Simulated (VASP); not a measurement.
W: single point with PBE

The system is W.

```
W
1.0
     0.00000    1.93466    1.93466
     1.93466    0.00000    1.93466
     1.93466    1.93466    0.00000
W
1
Cartesian
  0.0000 0.0000 0.0000
```

This cell differs from its parent crystal: volume scaled by 0.88.

* Program: VASP 6.6.1
* Task: single point
* Functional: PBE
* Potentials or basis: VASP PAW PBE potentials, release 64 (W_sv)
* Cutoff: 520 eV
* k mesh: 18 × 18 × 18
* Occupations: fermi-dirac, width 0.1 eV
* Spin: no spin polarisation
* Dipole correction: no
* Further INCAR settings: ALGO = Normal; EDIFF = 1e-06; NBANDS = 13

The pressure is 47.8 GPa and the band gap on the k mesh is zero (band 7 reaches 16.17 eV, above the bottom of band 8 at 11.56 eV).

Levels at points of the mesh, in eV from the Fermi level:
```csv
k point,band 3,band 4,band 5,band 6,band 7,band 8,band 9,band 10,band 11,band 12
"(0.00, 0.00, 0.00)",-36.88,-36.88,-9.62,-0.73,-0.73,-0.73,3.00,3.00,12.92,18.78
"(0.50, 0.00, 0.00)",-37.10,-37.10,-6.31,-1.02,-1.02,1.10,5.98,5.98,12.32,12.61
"(0.50, 0.50, 0.00)",-37.50,-37.50,-6.43,-5.37,3.88,5.95,6.87,6.87,12.89,12.89
```

Wall time 27 s on 1 thread of Intel Xeon 6975P-C, with other jobs on the host, peak memory 0.15 GiB.

Caveat: spin-orbit coupling is left out, which moves the levels of the heavy elements.
